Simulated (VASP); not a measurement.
Wanted: the native input for a VASP 6.6.1 run.

- Task: single point
- Functional: PBE
- Potentials or basis: VASP PAW PBE potentials, release 64 (Sn_d, Se)
- Cutoff: 520 eV
- k mesh: 3 × 3 × 3
- Occupations: fermi-dirac, width 0.05 eV
- Spin: no spin polarisation
- Dipole correction: no
- Further INCAR settings: ALGO = Normal; EDIFF = 1e-06; NBANDS = 32

The structure of Sn3Se lies in POSCAR:

```
Sn3Se
1.0
    4.7418790000      0.0000000000      0.0000000000
    0.0000000000      4.7418790000      0.0000000000
    0.0000000000      0.0000000000      4.7418790000
Sn Se
3 1
Direct
    0.5000000000      0.5000000000      0.0000000000
    0.5000000000      0.0000000000      0.5000000000
    0.0000000000      0.5000000000      0.5000000000
    0.0000000000      0.0000000000      0.0000000000
```

The input as run:

INCAR

```
ALGO     = Normal         # electronic algorithm
EDIFF    = 1E-6           # SCF threshold, eV
ENCUT    = 520            # plane-wave cutoff, eV
GGA      = PE             # functional
ISIF     = 2              # what is computed and relaxed
ISMEAR   = -1             # smearing method
LASPH    = T              # aspherical terms in the spheres
LCHARG   = T              # write CHGCAR
LELF     = T              # ELF
LREAL    = F              # projectors in reciprocal space
LVHAR    = T            
LWAVE    = F              # write WAVECAR
NBANDS   = 32             # bands
NELM     = 60             # most SCF steps
PREC     = Accurate       # precision mode
SIGMA    = 0.05           # smearing width, eV
```

KPOINTS

```
k-points
0
Gamma
  3 3 3
```

Potentials or basis: VASP PAW PBE potentials, release 64 (Sn_d, Se).

Run with:

```bash
$ cat potpaw_PBE.64/Sn_d/POTCAR potpaw_PBE.64/Se/POTCAR > POTCAR
$ mpirun -np 1 vasp_std > vasp.out
```

Results of the run:

- Pressure: 0.1 GPa
- Band gap on the k mesh: zero (bands 24 and 25 overlap by 0.06 eV)

Caveat: the k points lie up to 0.44 Å⁻¹ apart; semilocal functionals underestimate gaps, so a narrow gap can read as zero; spin-orbit coupling is left out, which moves the levels of the heavy elements.

Wall time 20 s on 1 thread of AMD EPYC 7R43 64-Core Processor (Zen 3) (shared host), peak memory 0.17 GiB.
